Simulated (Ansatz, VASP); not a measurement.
## Ti in VASP and in Ansatz

INCAR

```
PREC = Accurate ; ENCUT = 520
EDIFF = 1E-6 ; ISMEAR = -1
SIGMA = 0.08 ; LREAL = F
LASPH = T ; NELM = 100
ALGO = Normal ; ISIF = 2
LWAVE = F ; LCHARG = F
GGA = PE ; NBANDS = 19
```

KPOINTS

```
regular mesh
0
Gamma
  13 13 7
```

Contents of POSCAR:

```
Ti
1.0
    2.9401315731      0.0000000000      0.0000000000
   -1.4700657866      2.5462286328      0.0000000000
    0.0000000000      0.0000000000      4.6703276421
Ti
2
Direct
    0.3333333333      0.6666666667      0.2500000000
    0.6666666667      0.3333333333      0.7500000000
```

Input for Ansatz:

```yaml
crystal:
  lattice:
    - [2.9401315731, 0.0, 0.0]
    - [-1.4700657866, 2.5462286328, 0.0]
    - [0.0, 0.0, 4.6703276421]
  atoms:
    - { symbol: Ti, position: [0.3333333333, 0.6666666667, 0.25] }
    - { symbol: Ti, position: [0.6666666667, 0.3333333333, 0.75] }
kpoints:
  mp_grid: { grid: [13, 13, 7] }
  band_path:
    path:
      - [0.0, 0.0, 0.0]
      - [0.5, 0.0, 0.0]
      - [0.3333333333, 0.3333333333, 0.0]
      - [0.0, 0.0, 0.0]
      - [0.0, 0.0, 0.5]
      - [0.5, 0.0, 0.5]
      - [0.3333333333, 0.3333333333, 0.5]
      - [0.0, 0.0, 0.5]
      - [0.5, 0.0, 0.5]
    npoints: 5
scf:
  occupations: { method: fermi_dirac, width: 0.08 }
hamiltonian:
  xc: pbe
  pseudopotentials: { kind: all_electron, lapw: { basis_error: 0.0005 } }
output:
  forces: true
  stress: true
  eigenvalues: true
```

Change from the starting cell: volume scaled by 0.99.

Alike in both runs: task single point; functional PBE; k mesh 13 × 13 × 7; occupations fermi-dirac, width 0.08 eV; no spin polarisation.

|  | VASP | Ansatz |
| --- | --- | --- |
| version | VASP 6.6.1 | Ansatz 0.2.0 |
| potentials or method | VASP PAW PBE potentials, release 64 (Ti_sv), cutoff 520 eV | all-electron LAPW, scalar-relativistic |

VASP gave:

```
pressure (GPa)                                                : -0.7
traceless stress, the component that is largest in VASP (GPa) : -0.24
```

What did Ansatz give for the same quantities?

Pressure (GPa): -0.5; traceless stress, the component that is largest in VASP (GPa): -0.24.

Ansatz ran all-electron here, and VASP with PAW potentials.
